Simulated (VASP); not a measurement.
**Mn: single point with PBEsol**

The system is Mn.

```
Mn
1.0
     0.00000    2.41945    2.41945
     2.41945    0.00000    2.41945
     2.41945    2.41945    0.00000
Mn
2
Direct
  0.12500 0.12500 0.12500
  0.87500 0.87500 0.87500
```

This isn't the form of Mn at room conditions, which is a 58-atom cubic cell.

```
Program                : VASP 6.6.1
Task                   : single point
Functional             : PBEsol
Potentials or basis    : VASP PAW PBE potentials, release 64 (Mn_pv)
Cutoff                 : 520 eV
k mesh                 : 12 × 12 × 12
Occupations            : fermi-dirac, width 0.05 eV
Spin                   : collinear spin, antiferromagnetic start
Starting moments       : [1.516, -1.516] μB
Dipole correction      : no
Further INCAR settings : ALGO = Normal; EDIFF = 1e-06; NBANDS = 24
```

```
Pressure                                              : 9.8 GPa
Band gap on the k mesh                                : zero (filled and empty bands overlap)
Net moment                                            : 0.00 μB per cell
Site moments                                          : Mn +1.11, -1.11 μB
Valence electrons inside the program's atomic spheres : Mn 12.17
```

Levels at points of the mesh, in eV from the Fermi level:
Spin up:
| k point | band 11 | band 12 | band 13 | band 14 | band 15 | band 16 |
| --- | --- | --- | --- | --- | --- | --- |
| (0.00, 0.00, 0.00) | -2.07 | -2.07 | 0.35 | 0.35 | 0.35 | 2.36 |
| (0.50, 0.00, 0.00) | -2.11 | -2.11 | -0.63 | 1.04 | 1.04 | 2.05 |
| (0.50, 0.50, 0.00) | -0.81 | -0.71 | -0.60 | 0.43 | 2.27 | 2.27 |
Spin down:
| k point | band 11 | band 12 | band 13 | band 14 | band 15 | band 16 |
| --- | --- | --- | --- | --- | --- | --- |
| (0.00, 0.00, 0.00) | -2.07 | -2.07 | 0.35 | 0.35 | 0.35 | 2.36 |
| (0.50, 0.00, 0.00) | -2.11 | -2.11 | -0.63 | 1.04 | 1.04 | 2.05 |
| (0.50, 0.50, 0.00) | -0.81 | -0.71 | -0.60 | 0.43 | 2.27 | 2.27 |

Run time: 65 s on 1 thread of Intel(R) Xeon(R) Platinum 8488C (Sapphire Rapids), with other jobs on the host, peak memory 0.2 GiB.

Caveat: atoms lie so close that the PAW spheres overlap strongly, which falsifies energies and pressures; the cell stands under pressure; the antiferromagnetic order is the one typed at the start, and another may lie lower; the PAW data sets were made with another functional, which shifts forces and pressure a little.
